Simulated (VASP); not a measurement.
Here is a VASP 6.6.1 calculation.

The input INCAR:

```
SYSTEM = AlAs
PREC     = Accurate       ! precision mode
ENCUT    = 500            ! plane-wave cutoff, eV
EDIFF    = 1E-6           ! SCF threshold, eV
ISMEAR   = 0              ! smearing method
SIGMA    = 0.01           ! smearing width, eV
LREAL    = .FALSE.        ! projectors in reciprocal space
LASPH    = .TRUE.         ! aspherical terms in the spheres
NELM     = 120            ! most SCF steps
ALGO     = Normal         ! electronic algorithm
ISIF     = 2              ! what is computed and relaxed
LWAVE    = .FALSE.        ! write WAVECAR
LCHARG   = .TRUE.         ! write CHGCAR
LELF     = .TRUE.         ! ELF
LVHAR    = .TRUE.       
NBANDS   = 11             ! bands
GGA_COMPAT= .FALSE.
```

Contents of KPOINTS:

```
Automatic mesh
0
G
  7 7 7
  0 0 0
```

POSCAR

```
AlAs
1.0
    0.0000000000      2.8379010000      2.8379010000
    2.8379010000      0.0000000000      2.8379010000
    2.8379010000      2.8379010000      0.0000000000
Al As
1 1
Direct
    0.0000000000      0.0000000000      0.0000000000
    0.7500000000      0.7500000000      0.7500000000
```

Potentials or basis: VASP PAW LDA potentials, release 64 (Al, As).

Launch:

```sh
$ cat potpaw_LDA.64/Al/POTCAR potpaw_LDA.64/As/POTCAR > POTCAR
$ mpirun -np 1 vasp_std > vasp.out
```

Task: Estimate the pressure.

Result: -1.5 GPa.

Task: Estimate the band gap on the k mesh.

Result: 1.46 eV, indirect (least direct gap 1.82 eV).

A k mesh can miss the band edges. LDA gaps usually lie below the measured ones, often by a third to a half.
